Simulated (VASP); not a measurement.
A run of VASP 6.6.1 is set up as follows.

File INCAR:

```
SYSTEM = Al2Cu
PREC = Accurate
ENCUT = 520
EDIFF = 1E-7
ISMEAR = 0
SIGMA = 0.15
LREAL = .FALSE.
LASPH = .TRUE.
NELM = 100
ALGO = Fast
ISIF = 2
LWAVE = .FALSE.
LCHARG = .TRUE.
GGA = PE
LELF = .TRUE.
LVHAR = .TRUE.
NBANDS = 26
```

The input KPOINTS:

```
regular mesh
0
G
  10 10 10
  0 0 0
```

File POSCAR:

```
Al2Cu
1.0
   -3.0867000000      3.0867000000      2.3436500000
    3.0867000000     -3.0867000000      2.3436500000
    3.0867000000      3.0867000000     -2.3436500000
Al Cu
4 2
Direct
    0.1587211657      0.6587211657      0.8174423314
    0.6587211657      0.8412788343      0.5000000000
    0.8412788343      0.3412788343      0.1825576686
    0.3412788343      0.1587211657      0.5000000000
    0.7500000000      0.7500000000      0.0000000000
    0.2500000000      0.2500000000      0.0000000000
```

Potentials or basis: VASP PAW PBE potentials, release 64 (Al, Cu).

Command:

```sh
$ cat potpaw_PBE.64/Al/POTCAR potpaw_PBE.64/Cu/POTCAR > POTCAR
$ mpirun -np 1 vasp_std > vasp.out
```

Problem. Estimate the pressure.

Solution. 0.6 GPa.

Problem. Estimate the largest force.

Solution. 0.165 eV/Å.

Problem. Predict the band gap on the k mesh.

Solution. Zero (bands 17 and 18 overlap by 4.76 eV).

Stress tensor (GPa, compression positive):
```
-2.36  0.00  0.00
 0.00 -2.36  0.00
 0.00  0.00  6.67
```

Caveat: the stress differs along the axes, from -2 to 7 GPa.
